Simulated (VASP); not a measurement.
Runs of VASP 6.6.1 on Y. The structure is that of space group Fm-3m (No. 225), or close to it. The cells are those of the table. 

```tsv
task	cell	k mesh	cutoff (eV)	gap on the mesh (eV)	pressure (GPa)	relaxed volume (Å³/atom)
single point	a = 3.870 Å, angles 60.0°, 1 atom	6 × 6 × 6	520	none	-7.5	-
relaxation of cell and atoms	relaxed from a = 3.870 Å, angles 60.0°, 1 atom	14 × 14 × 14	600	none	0.0	30.71
single point	a = 3.520 Å, angles 60.0°, 1 atom	14 × 14 × 14	520	none	(a)	-
relaxation of cell and atoms	relaxed from a = 3.520 Å, angles 60.0°, 1 atom	14 × 14 × 14	600	none	0.0	30.74
```

Alike in all rows: level PBEsol; potentials or basis VASP PAW PBE potentials, release 64 (Y_sv); no spin polarisation; smearing gaussian 0.1 eV.

Task: Fill in the values left out.

Result: (a) -0.1.

Caveats: the PAW data sets were made with another functional, which shifts forces and pressure a little; the volume moved by over 15 % at a fixed basis, so the end points are rough (some runs).

A k mesh can miss the band edges, and the runs leave out spin-orbit coupling on Y.

A gap of «none» marks levels without a gap at the run's occupations.
